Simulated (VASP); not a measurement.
# PtSe in VASP: a series of runs

The runs below take PtSe through single point, with PBE.

Everything below comes from runs of VASP 6.6.1. Logs are shortened: lines on timing, memory, paths and dates and some standing lists are left out, and cuts for length are marked.

**1. The cell of the first run**

It takes space group Fm-3m (No. 225, cubic). Conventional cell: a = 5.226 Å, b = 5.226 Å, c = 5.226 Å, α = 90.00°, β = 90.00°, γ = 90.00°. Pt (site symmetry m-3m) has 6 Se at 2.61 Å within 3.4 Å. Within 3.4 Å of Se (site symmetry m-3m) lie 6 Pt at 2.61 Å.

**2. Single point, PBE**

Contents of INCAR:

```
SYSTEM = PtSe
PREC     = Accurate       ! precision mode
ENCUT    = 520            ! plane-wave cutoff, eV
EDIFF    = 1E-6           ! SCF threshold, eV
ISMEAR   = -1             ! smearing method
SIGMA    = 0.05           ! smearing width, eV
LREAL    = .FALSE.        ! projectors in reciprocal space
LASPH    = .TRUE.         ! aspherical terms in the spheres
NELM     = 80             ! most SCF steps
ALGO     = Normal         ! electronic algorithm
ISIF     = 2              ! what is computed and relaxed
LWAVE    = .FALSE.        ! write WAVECAR
LCHARG   = .FALSE.        ! write CHGCAR
GGA      = PE             ! functional
NBANDS   = 15             ! bands
```

Contents of KPOINTS:

```
regular mesh
0
G
  8 8 8
  0 0 0
```

Contents of POSCAR:

```
PtSe
1.0
    0.0000000000      2.6129669332      2.6129669332
    2.6129669332      0.0000000000      2.6129669332
    2.6129669332      2.6129669332      0.0000000000
Pt Se
1 1
Direct
    0.5000000000      0.5000000000      0.5000000000
    0.0000000000      0.0000000000      0.0000000000
```

Potentials or basis: VASP PAW PBE potentials, release 64 (Pt, Se).

Command:

```
$ cat potpaw_PBE.64/Pt/POTCAR potpaw_PBE.64/Se/POTCAR > POTCAR
$ mpirun -np 1 vasp_std > vasp.out
```

OUTCAR:

```text
SYSTEM = PtSe
   PREC = Accurate
   ENCUT = 520
   EDIFF = 1E-6
   ISMEAR = -1
   LREAL = .FALSE.
   LASPH = .TRUE.
   NELM = 80
   ISIF = 2
   GGA = PE

 ion  position               nearest neighbor table
   1  0.500  0.500  0.500-   2 2.61   2 2.61   2 2.61   2 2.61   2 2.61   2 2.61
   2  0.000  0.000  0.000-   1 2.61   1 2.61   1 2.61   1 2.61   1 2.61   1 2.61

  LATTYP: Found a face centered cubic cell.
 ALAT       =     5.2259338664

  Lattice vectors:

 A1 = (   0.0000000000,   2.6129669332,   2.6129669332)
 A2 = (   2.6129669332,   0.0000000000,   2.6129669332)
 A3 = (   2.6129669332,   2.6129669332,   0.0000000000)

Analysis of symmetry for initial positions (statically):
=====================================================================
 Subroutine PRICEL returns:
 Original cell was already a primitive cell.

 Routine SETGRP: Setting up the symmetry group for a
 face centered cubic supercell.

 Subroutine GETGRP returns: Found 48 space group operations
 (whereof 48 operations were pure point group operations)
 out of a pool of 48 trial point group operations.

The static configuration has the point symmetry O_h .

Analysis of symmetry for dynamics (positions and initial velocities):
=====================================================================
 Subroutine PRICEL returns:
 Original cell was already a primitive cell.

 Routine SETGRP: Setting up the symmetry group for a
 face centered cubic supercell.

 Subroutine GETGRP returns: Found 48 space group operations
 (whereof 48 operations were pure point group operations)
 out of a pool of 48 trial point group operations.

The dynamic configuration has the point symmetry O_h .

 Subroutine INISYM returns: Found 48 space group operations
 (whereof 48 operations are pure point group operations),
 and found     1 'primitive' translations

----------------------------------------------------------------------------------------

                                     Primitive cell

  volume of cell :      35.6806

  direct lattice vectors                    reciprocal lattice vectors
     0.000000000  2.612966933  2.612966933    -0.191353359  0.191353359  0.191353359
     2.612966933  0.000000000  2.612966933     0.191353359 -0.191353359  0.191353359
     2.612966933  2.612966933  0.000000000     0.191353359  0.191353359 -0.191353359

  length of vectors
     3.695293275  3.695293275  3.695293275     0.331433740  0.331433740  0.331433740

  position of ions in fractional coordinates (direct lattice)
     0.500000000  0.500000000  0.500000000
     0.000000000  0.000000000  0.000000000

  ion indices of the primitive-cell ions
[... 75 lines left out ...]
   EDIFF  = 0.1E-05   stopping-criterion for ELM
   LREAL  =      F    real-space projection
   EDIFFG = 0.1E-04   stopping-criterion for IOM
   NSW    =      0    number of steps for IOM
   IBRION =     -1    ionic relax: 0-MD 1-quasi-New 2-CG
   NFREE  =      0    steps in history (QN), initial steepest desc. (CG)
   ISIF   =      2    stress and relaxation
   ISYM   =      2    0-nonsym 1-usesym 2-fastsym
   POTIM  = 0.5000    time-step for ionic-motion
   TEBEG  =    0.0;   TEEND  =   0.0 temperature during run
   PSTRESS=    0.0 pullay stress
   NELECT =      16.0000    total number of electrons
   NUPDOWN=      -1.0000    fix difference up-down
   EMIN   =  10.00;   EMAX   =-10.00  energy-range for DOS
   EFERMI =   0.00;   METHOD = LEGACY
   ISMEAR =    -1;   SIGMA  =   0.05  broadening in eV -4-tet -1-fermi 0-gaus
   EFERMI_NEDOS =   21; number of points for ismear=-14 and -15
   IALGO  =     38    algorithm
   IMIX   =      4    mixing-type and parameters
     AMIX     =   0.40;   BMIX     =  1.00
     AMIX_MAG =   1.60;   BMIX_MAG =  1.00
  volume/ion in A,a.u.               =      17.84       120.39
  Fermi-wavevector in a.u.,A,eV,Ry     =   1.253057  2.367935 21.363221  1.570152
  Thomas-Fermi vector in A             =   2.386928
   LORBIT       =      0    0 simple, 1 ext, 2 COOP (PROOUT), +10 PAW based schemes
   GGA     = PE    functional components
[... 5 lines left out ...]
 non-spin polarized calculation
  energy-cutoff  :      520.00
  volume of cell :       35.68
 maximum number of plane-waves:       982
   NGX = 13   NGY = 13   NGZ = 13

 number of electron      16.0000000 magnetization

 Free energy of the ion-electron system (eV)
  ---------------------------------------------------
  ext. energy  EPLUGINS =         0.00000000
  ---------------------------------------------------
  free energy    TOTEN  =        -9.63565551 eV

  energy without entropy =       -9.62994810  energy(sigma->0) =       -9.63280180

 E-fermi :   8.0971     XC(G=0): -11.6631

 val. band max:        7.9116213699   @ k =  -0.3750   0.3750   0.0000
 cond. band min:       8.1677695838   @ k =   0.5000   0.5000   0.0000
 fundamental gap:      0.2561482140
 Fermi energy:         8.0970527456

 k-point     1 :       0.0000    0.0000    0.0000
  band No.  band energies     occupation
      1      -7.4756      2.00000
      2       4.6887      2.00000
      3       4.6887      2.00000
      4       4.6887      2.00000
      5       4.7150      2.00000
      6       4.7150      2.00000
      7       6.5304      2.00000
      8       6.5304      2.00000
      9       6.5304      2.00000
     10       9.5832      0.00000
     11      17.7429      0.00000
     12      19.6348      0.00000
     13      19.6348      0.00000
     14      19.6348      0.00000
[... 401 lines left out ...]
      2       0.7865      2.00000
      3       2.4424      2.00000
      4       2.5873      2.00000
      5       5.6383      2.00000
      6       5.7135      2.00000
      7       6.1331      2.00000
      8       8.4155      0.00342
      9       8.8667      0.00000
     10      13.4365      0.00000
     11      13.5677      0.00000
     12      16.6721      0.00000
     13      17.2684      0.00000
     14      20.9864      0.00000
     15      22.9063      0.00000

 [... further k-points ...]
[... 5 lines left out ...]
  --------------------------------------------------------------------------------------
  -------------------------------------------------------------------------------------
  Total        1.1047119      1.1047119      1.1047119     -0.0000000      0.0000000     -0.0000000
  in kB       49.6052765     49.6052765     49.6052765     -0.0000000      0.0000000     -0.0000000
  external PRESSURE =      49.6052765 kB  Pullay stress =       0.0000000 kB

 VOLUME and BASIS-vectors are now :
 -----------------------------------------------------------------------------
  energy-cutoff  :      520.00
  volume of cell :       35.68
      direct lattice vectors                 reciprocal lattice vectors
     0.000000000  2.612966933  2.612966933    -0.191353359  0.191353359  0.191353359
     2.612966933  0.000000000  2.612966933     0.191353359 -0.191353359  0.191353359
     2.612966933  2.612966933  0.000000000     0.191353359  0.191353359 -0.191353359

 POSITION                                       TOTAL-FORCE (eV/Angst)
 -----------------------------------------------------------------------------------
      2.61297      2.61297      2.61297        -0.000000     -0.000000     -0.000000
      0.00000      0.00000      0.00000         0.000000      0.000000      0.000000
 -----------------------------------------------------------------------------------
    total drift:                                0.000000      0.000000      0.000000

  FREE ENERGIE OF THE ION-ELECTRON SYSTEM (eV)
  ---------------------------------------------------
  free  energy   TOTEN  =        -9.6356555070 eV

  energy  without entropy=       -9.6299481028  energy(sigma->0) =       -9.63280180
```

OSZICAR:

```text
N       E                     dE             d eps       ncg     rms          rms(c)
DAV:   1     0.637232777219E+02    0.63723E+02   -0.77010E+03   870   0.992E+02
DAV:   2    -0.806632161518E+01   -0.71790E+02   -0.64625E+02  1059   0.190E+02
DAV:   3    -0.982255550248E+01   -0.17562E+01   -0.17466E+01  1101   0.281E+01
DAV:   4    -0.983013859060E+01   -0.75831E-02   -0.75826E-02  1073   0.212E+00
DAV:   5    -0.983022114454E+01   -0.82554E-04   -0.82552E-04  1150   0.235E-01    0.101E+01
DAV:   6    -0.964975634167E+01    0.18046E+00   -0.58793E-01   912   0.699E+00    0.596E+00
DAV:   7    -0.963759814252E+01    0.12158E-01   -0.30474E-02   947   0.175E+00    0.307E+00
DAV:   8    -0.963577726562E+01    0.18209E-02   -0.11969E-02  1046   0.902E-01    0.208E-01
DAV:   9    -0.963565367290E+01    0.12359E-03   -0.43181E-04  1038   0.153E-01    0.801E-02
DAV:  10    -0.963565391419E+01   -0.24129E-06   -0.16481E-04  1066   0.928E-02    0.171E-02
DAV:  11    -0.963565567458E+01   -0.17604E-05   -0.36160E-06  1003   0.156E-02    0.425E-03
DAV:  12    -0.963565550700E+01    0.16759E-06   -0.85120E-07   806   0.774E-03
   1 F= -.96356555E+01 E0= -.96328018E+01  d E =-.570740E-02
```

Run time: 24 s. Hardware: 1 thread of Intel Xeon 8259CL, shared host; peak memory 0.16 GiB.

Results:

```
Free energy            : -9.6357 eV
Pressure               : 5.0 GPa
Band gap on the k mesh : zero (band 8 reaches 11.07 eV, above the bottom of band 9 at 6.53 eV)
```

Caveat: spin-orbit coupling is left out, which moves the levels of the heavy elements.

**3. Single point, PBE**

This run uses another cell than the first one, of 21.91 Å³/atom, 1.228 times its volume.

INCAR, as its differences from that of step 2:

```diff
@@ -12,4 +12,6 @@
 LWAVE    = .FALSE.        ! write WAVECAR
-LCHARG   = .FALSE.        ! write CHGCAR
+LCHARG   = .TRUE.         ! write CHGCAR
 GGA      = PE             ! functional
+LELF     = .TRUE.         ! ELF
+LVHAR    = .TRUE.       
 NBANDS   = 15             ! bands
```

Contents of KPOINTS:

```
regular mesh
0
G
  7 7 7
  0 0 0
```

Contents of POSCAR:

```
PtSe
1.0
   -0.0559682226      2.7984111300      2.7984111300
    2.7984111300     -0.0559682226      2.7984111300
    2.7424429074      2.7424429074      0.0000000000
Pt Se
1 1
Direct
    0.5000000000      0.5000000000      0.5000000000
    0.0000000000      0.0000000000      0.0000000000
```

Potentials or basis: VASP PAW PBE potentials, release 64 (Pt, Se).

Command:

```
$ cat potpaw_PBE.64/Pt/POTCAR potpaw_PBE.64/Se/POTCAR > POTCAR
$ mpirun -np 1 vasp_std > vasp.out
```

Run time: 68 s. Hardware: 1 thread of Intel Xeon 8259CL, shared host; peak memory 0.2 GiB.

It converged, with:

* Free energy: -9.2851 eV
* Pressure: -14.6 GPa
* Band gap on the k mesh: zero (band 8 reaches 7.23 eV, above the bottom of band 9 at 4.16 eV)

Stress tensor (GPa, compression positive):
```
-14.62   0.74   0.00
  0.74 -14.62   0.00
  0.00   0.00 -14.66
```

Levels at points of the mesh, in eV from the Fermi level:
```tsv
k point	band 5	band 6	band 7	band 8	band 9	band 10	band 11	band 12
(0.00, 0.00, 0.00)	-2.18	-2.11	-1.19	-1.06	-0.92	0.61	10.35	10.74
```

Caveat: spin-orbit coupling is left out, which moves the levels of the heavy elements.
